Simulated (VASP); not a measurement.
# KTlO2F2 (R-3m) in VASP: notebook

The runs below take KTlO2F2 through single point, with PBEsol.

All numbers are computed with VASP 6.6.1; they aren't measurements. Logs are shortened: lines on timing, memory, paths and dates and some standing lists are left out, and cuts for length are marked.

## 1. The cell of the first run

It takes space group R-3m (No. 166, trigonal). The conventional cell has a = 4.252 Å, b = 4.252 Å, c = 19.133 Å, α = 90.00°, β = 90.00°, γ = 120.00°. Within 3.3 Å of F (site symmetry 3m) lie 3 Tl at 2.49 Å and 3 F at 2.60 Å and 1 K at 2.76 Å and 3 O at 2.89 Å. O (site symmetry 3m) has 1 Tl at 1.95 Å within 2.6 Å. K (site symmetry -3m) has 6 O at 2.75 Å and 2 F at 2.76 Å within 3.6 Å. Within 2.6 Å of Tl (site symmetry -3m) lie 2 O at 1.95 Å and 6 F at 2.49 Å.

## 2. Single point, PBEsol

Input file INCAR:

```
ALGO     = Normal         # electronic algorithm
EDIFF    = 1E-6           # SCF threshold, eV
ENCUT    = 520            # plane-wave cutoff, eV
GGA      = PS             # functional
ISIF     = 2              # what is computed and relaxed
ISMEAR   = 1              # smearing method
LASPH    = T              # aspherical terms in the spheres
LCHARG   = F              # write CHGCAR
LREAL    = F              # projectors in reciprocal space
LWAVE    = F              # write WAVECAR
NBANDS   = 33             # bands
NELM     = 80             # most SCF steps
PREC     = Accurate       # precision mode
SIGMA    = 0.2327         # smearing width, eV
```

Input file KPOINTS:

```
k-points
0
Gamma
  5 5 5
```

Input file POSCAR:

```
KTlO2F2
1.0
    1.3227180000     -4.0408750000      0.0000000000
    0.0000000000      2.2369210000     -3.6158610000
    5.5110540000      4.0408750000      0.0000000000
F O K Tl
2 2 1 1
Direct
    0.3560000000      0.6440000000      0.0680000000
    0.6440000000      0.3560000000      0.9320000000
    0.1020000000      0.8980000000      0.3060000000
    0.8980000000      0.1020000000      0.6940000000
    0.5000000000      0.5000000000      0.5000000000
    0.0000000000      0.0000000000      0.0000000000
```

Potentials or basis: VASP PAW PBE potentials, release 64 (F, O, K_sv, Tl_d).

Started as:

```bash
$ cat potpaw_PBE.64/F/POTCAR potpaw_PBE.64/O/POTCAR potpaw_PBE.64/K_sv/POTCAR potpaw_PBE.64/Tl_d/POTCAR > POTCAR
$ mpirun -np 1 vasp_std > vasp.out
```

OUTCAR:

```text
EDIFF = 1E-6
   ENCUT = 520
   GGA = PS
   ISIF = 2
   ISMEAR = 1
   LASPH = T
   LREAL = F
   NELM = 80
   PREC = Accurate

 ion  position               nearest neighbor table
   1  0.356  0.644  0.068-   6 2.49   6 2.49   6 2.49   5 2.76
   2  0.644  0.356  0.932-   6 2.49   6 2.49   6 2.49   5 2.76
   3  0.102  0.898  0.306-   6 1.95   5 2.75   5 2.75   5 2.75
   4  0.898  0.102  0.694-   6 1.95   5 2.75   5 2.75   5 2.75
   5  0.500  0.500  0.500-   3 2.75   4 2.75   4 2.75   3 2.75   3 2.75   4 2.75   1 2.76   2 2.76

   6  0.000  0.000  0.000-   3 1.95   4 1.95   1 2.49   2 2.49   2 2.49   1 2.49   2 2.49   1 2.49

  LATTYP: Found a trigonal (rhomboedric) cell.
 ALAT       =     6.8337703354
 COS(alpha) =     0.8064441340

  Lattice vectors:

 A1 = (   5.5110540000,   1.8039540000,   3.6158610000)
 A2 = (   6.8337720000,   0.0000000000,   0.0000000000)
 A3 = (   5.5110540000,   4.0408750000,   0.0000000000)

Analysis of symmetry for initial positions (statically):
=====================================================================
 Subroutine PRICEL returns:
 Original cell was already a primitive cell.

 Routine SETGRP: Setting up the symmetry group for a
 trigonal (rhombohedral) supercell.

 Subroutine GETGRP returns: Found 12 space group operations
 (whereof 12 operations were pure point group operations)
 out of a pool of 12 trial point group operations.

The static configuration has the point symmetry D_3d.

Analysis of symmetry for dynamics (positions and initial velocities):
=====================================================================
 Subroutine PRICEL returns:
 Original cell was already a primitive cell.

 Routine SETGRP: Setting up the symmetry group for a
 trigonal (rhombohedral) supercell.

 Subroutine GETGRP returns: Found 12 space group operations
 (whereof 12 operations were pure point group operations)
 out of a pool of 12 trial point group operations.

The dynamic configuration has the point symmetry D_3d.

 Subroutine INISYM returns: Found 12 space group operations
 (whereof 12 operations are pure point group operations),
 and found     1 'primitive' translations

----------------------------------------------------------------------------------------

                                     Primitive cell
[... 92 lines left out ...]
   NELM   =     80;   NELMIN=  2; NELMDL= -5     # of ELM steps
   EDIFF  = 0.1E-05   stopping-criterion for ELM
   LREAL  =      F    real-space projection
   EDIFFG = 0.1E-04   stopping-criterion for IOM
   NSW    =      0    number of steps for IOM
   IBRION =     -1    ionic relax: 0-MD 1-quasi-New 2-CG
   NFREE  =      0    steps in history (QN), initial steepest desc. (CG)
   ISIF   =      2    stress and relaxation
   ISYM   =      2    0-nonsym 1-usesym 2-fastsym
   POTIM  = 0.5000    time-step for ionic-motion
   TEBEG  =    0.0;   TEEND  =   0.0 temperature during run
   PSTRESS=    0.0 pullay stress
   NELECT =      48.0000    total number of electrons
   NUPDOWN=      -1.0000    fix difference up-down
   EMIN   =  10.00;   EMAX   =-10.00  energy-range for DOS
   EFERMI =   0.00;   METHOD = LEGACY
   ISMEAR =     1;   SIGMA  =   0.23  broadening in eV -4-tet -1-fermi 0-gaus
   EFERMI_NEDOS =   21; number of points for ismear=-14 and -15
   IALGO  =     38    algorithm
   IMIX   =      4    mixing-type and parameters
     AMIX     =   0.40;   BMIX     =  1.00
     AMIX_MAG =   1.60;   BMIX_MAG =  1.00
  volume/ion in A,a.u.               =      16.64       112.30
  Fermi-wavevector in a.u.,A,eV,Ry     =   1.282447  2.423473 22.377092  1.644670
  Thomas-Fermi vector in A             =   2.414758
   LORBIT       =      0    0 simple, 1 ext, 2 COOP (PROOUT), +10 PAW based schemes
   GGA     = PS    functional components
   LHFCALC =     F    Hartree Fock is set to
   AEXX    =    0.0000 exact exchange contribution
   IVDW    =     0    specifies the selected vdW correction
   LEPSILON=     F    determine dielectric tensor
   LRPA    =     F    only Hartree local field effects (RPA)
 non-spin polarized calculation
 Methfessel and Paxton  Order N= 1 SIGMA  =   0.23
  energy-cutoff  :      520.00
  volume of cell :       99.85
 maximum number of plane-waves:      2702
   NGX = 15   NGY = 15   NGZ = 25

 number of electron      48.0000010 magnetization

 Free energy of the ion-electron system (eV)
  ---------------------------------------------------
  ext. energy  EPLUGINS =         0.00000000
  ---------------------------------------------------
  free energy    TOTEN  =       -23.26198823 eV

  energy without entropy =      -23.19173608  energy(sigma->0) =      -23.23857085

 E-fermi :  -0.9657     XC(G=0):  -9.2619

 val. band max:       -0.9674405512   @ k =   0.4000   0.0000   0.0000
 cond. band min:      -0.9655946492   @ k =   0.2000  -0.2000   0.2000
 fundamental gap:      0.0018459020
 Fermi energy:        -0.9656958569

 k-point     1 :       0.0000    0.0000    0.0000
  band No.  band energies     occupation
      1     -26.9240      2.00000
      2     -21.2930      2.00000
      3     -20.5558      2.00000
      4     -17.5198      2.00000
      5     -16.6271      2.00000
      6     -10.4784      2.00000
[... 673 lines left out ...]
     32      10.8453      0.00000
     33      11.2432      0.00000

------------------------ aborting loop because EDIFF is reached ----------------------------------------

  FORCE on cell =-STRESS in cart. coord.  units (eV):
  Direction    XX          YY          ZZ          XY          YZ          ZX
  --------------------------------------------------------------------------------------
  -------------------------------------------------------------------------------------
  Total        1.7078963     -0.1979677     -0.3391496      0.6987196      0.1414923      0.4322578
  in kB       27.4046619     -3.1765622     -5.4419469     11.2115562      2.2703658      6.9359478
  external PRESSURE =       6.2620509 kB  Pullay stress =       0.0000000 kB

 VOLUME and BASIS-vectors are now :
 -----------------------------------------------------------------------------
  energy-cutoff  :      520.00
  volume of cell :       99.85
      direct lattice vectors                 reciprocal lattice vectors
     1.322718000 -4.040875000  0.000000000     0.146332070 -0.199571612 -0.123463244
     0.000000000  2.236921000 -3.615861000     0.000000000  0.000000000 -0.276559304
     5.511054000  4.040875000  0.000000000     0.146332070  0.047899542  0.029632636

 POSITION                                       TOTAL-FORCE (eV/Angst)
 -----------------------------------------------------------------------------------
      0.84564      0.27681     -2.32861         0.115706      0.037874      0.023431
      5.98813      1.96012     -1.28725        -0.115706     -0.037874     -0.023431
      1.82130      2.83309     -3.24704         0.651160      0.213146      0.131862
      5.01247     -0.59617     -0.36882        -0.651160     -0.213146     -0.131862
      3.41689      1.11846     -1.80793         0.000000      0.000000      0.000000
      0.00000      0.00000      0.00000         0.000000     -0.000000      0.000000
 -----------------------------------------------------------------------------------
    total drift:                               -0.000000     -0.000000     -0.000000

  FREE ENERGIE OF THE ION-ELECTRON SYSTEM (eV)
  ---------------------------------------------------
  free  energy   TOTEN  =       -23.2619882290 eV

  energy  without entropy=      -23.1917360832  energy(sigma->0) =      -23.23857085
```

OSZICAR:

```text
N       E                     dE             d eps       ncg     rms          rms(c)
DAV:   1     0.354721680602E+03    0.35472E+03   -0.25437E+04  1262   0.138E+03
DAV:   2    -0.437687865670E+01   -0.35910E+03   -0.34543E+03  1507   0.367E+02
DAV:   3    -0.254345455716E+02   -0.21058E+02   -0.20503E+02  1657   0.829E+01
DAV:   4    -0.263108156532E+02   -0.87627E+00   -0.87495E+00  1924   0.106E+01
DAV:   5    -0.263166915005E+02   -0.58758E-02   -0.58753E-02  1628   0.866E-01    0.160E+01
DAV:   6    -0.244203497871E+02    0.18963E+01   -0.11640E+01  1357   0.306E+01    0.173E+01
DAV:   7    -0.233148935562E+02    0.11055E+01   -0.25828E+00  1364   0.115E+01    0.124E+01
DAV:   8    -0.234596177448E+02   -0.14472E+00   -0.11648E+00  1355   0.588E+00    0.751E+00
DAV:   9    -0.236478397692E+02   -0.18822E+00   -0.26650E+00  1564   0.696E+00    0.827E+00
DAV:  10    -0.232710568856E+02    0.37678E+00   -0.16153E+00  1704   0.522E+00    0.218E+00
DAV:  11    -0.232644848722E+02    0.65720E-02   -0.63173E-02  1284   0.129E+00    0.790E-01
DAV:  12    -0.232616923921E+02    0.27925E-02   -0.22784E-02  1512   0.687E-01    0.428E-01
DAV:  13    -0.232616532250E+02    0.39167E-04   -0.34905E-03  1300   0.313E-01    0.146E-01
DAV:  14    -0.232620102886E+02   -0.35706E-03   -0.99641E-04  1335   0.157E-01    0.130E-01
DAV:  15    -0.232619681547E+02    0.42134E-04   -0.25966E-04  1474   0.830E-02    0.378E-02
DAV:  16    -0.232619868560E+02   -0.18701E-04   -0.28001E-05  1331   0.304E-02    0.352E-02
DAV:  17    -0.232619875611E+02   -0.70517E-06   -0.18217E-05  1402   0.248E-02    0.134E-02
DAV:  18    -0.232619882290E+02   -0.66785E-06   -0.29281E-06  1074   0.988E-03
   1 F= -.23261988E+02 E0= -.23238571E+02  d E =-.702521E-01
```

stdout:

```text
POSCAR found type information on POSCAR F O K Tl
 POSCAR found :  4 types and       6 ions
 scaLAPACK will be used
 -----------------------------------------------------------------------------
|                                                                             |
|                                                                             |
|     You enforced a specific xc type in the INCAR file but a different       |
|     I HOPE YOU KNOW WHAT YOU ARE DOING!                                     |
|                                                                             |
 -----------------------------------------------------------------------------

 LDA part: xc-table for (Slater+PW92), standard interpolation
 POSCAR, INCAR and KPOINTS ok, starting setup
 FFT: planning ... GRIDC
 FFT: planning ... GRID_SOFT
 FFT: planning ... GRID
 WAVECAR not read
 entering main loop
```

Wall time 89 s (1 thread of AMD EPYC 7R43 (Zen 3), shared host); peak memory 0.22 GiB.

What came out:

- Free energy: -23.2620 eV
- Pressure: 0.6 GPa
- Largest force: 0.698 eV/Å
- Band gap on the k mesh: zero (band 24 reaches -0.90 eV, above the bottom of band 25 at -1.15 eV)

Forces in eV/Å, atoms in the order of the input:
```
F    0.116  0.038  0.023
F   -0.116 -0.038 -0.023
O    0.651  0.213  0.132
O   -0.651 -0.213 -0.132
K    0.000  0.000  0.000
Tl   0.000  0.000  0.000
```

Stress tensor (GPa, compression positive):
```
 2.74  1.12  0.69
 1.12 -0.32  0.23
 0.69  0.23 -0.54
```

Levels at points of the mesh, in eV from the Fermi level:
```tsv
k point	band 20	band 21	band 22	band 23	band 24	band 25	band 26	band 27	band 28	band 29
(0.00, 0.00, 0.00)	-1.01	-0.96	-0.28	-0.28	-0.19	-0.19	3.94	9.09	9.71	10.47
```

Caveat: the PAW data sets were made with another functional, which shifts forces and pressure a little; spin-orbit coupling is left out, which moves the levels of the heavy elements.

## 3. Single point, PBEsol

Input file INCAR:

```
SYSTEM = KTlO2F2
PREC = Accurate
ENCUT = 520
EDIFF = 1E-7
ISMEAR = 1
SIGMA = 0.2327
LREAL = .FALSE.
LASPH = .TRUE.
NELM = 100
ALGO = Normal
ISIF = 2
LWAVE = .FALSE.
LCHARG = .TRUE.
GGA = PS
LELF = .TRUE.
LVHAR = .TRUE.
NBANDS = 33
```

Input file KPOINTS:

```
regular mesh
0
G
  5 5 5
  0 0 0
```

POSCAR is that of step 2.

Potentials or basis: VASP PAW PBE potentials, release 64 (F, O, K_sv, Tl_d).

Started as:

```bash
$ cat potpaw_PBE.64/F/POTCAR potpaw_PBE.64/O/POTCAR potpaw_PBE.64/K_sv/POTCAR potpaw_PBE.64/Tl_d/POTCAR > POTCAR
$ mpirun -np 1 vasp_std > vasp.out
```

It took 1.7 min on 1 thread of AMD EPYC 7R43 (Zen 3), shared host; peak memory 0.22 GiB.

It converged, with:

```yaml
Free_energy: -23.2620 eV
Pressure: 0.6 GPa
Largest_force: 0.698 eV/Å
Band_gap_on_the_k_mesh: zero (band 24 reaches -0.90 eV, above the bottom of band 25 at -1.15 eV)
```

Forces on the atoms (eV/Å):
```
F    0.116  0.038  0.023
F   -0.116 -0.038 -0.023
O    0.651  0.213  0.132
O   -0.651 -0.213 -0.132
K    0.000  0.000  0.000
Tl   0.000  0.000  0.000
```

Stress tensor (GPa, compression positive):
```
 2.75  1.12  0.69
 1.12 -0.31  0.23
 0.69  0.23 -0.54
```

Levels at points of the mesh, in eV from the Fermi level:
```
           k point  band 22  band 23  band 24  band 25  band 26  band 27
(0.00, 0.00, 0.00)    -0.28    -0.28    -0.19    -0.19     3.94     9.09
```

Caveat: the PAW data sets were made with another functional, which shifts forces and pressure a little; spin-orbit coupling is left out, which moves the levels of the heavy elements.

[end of part 1 of 2]
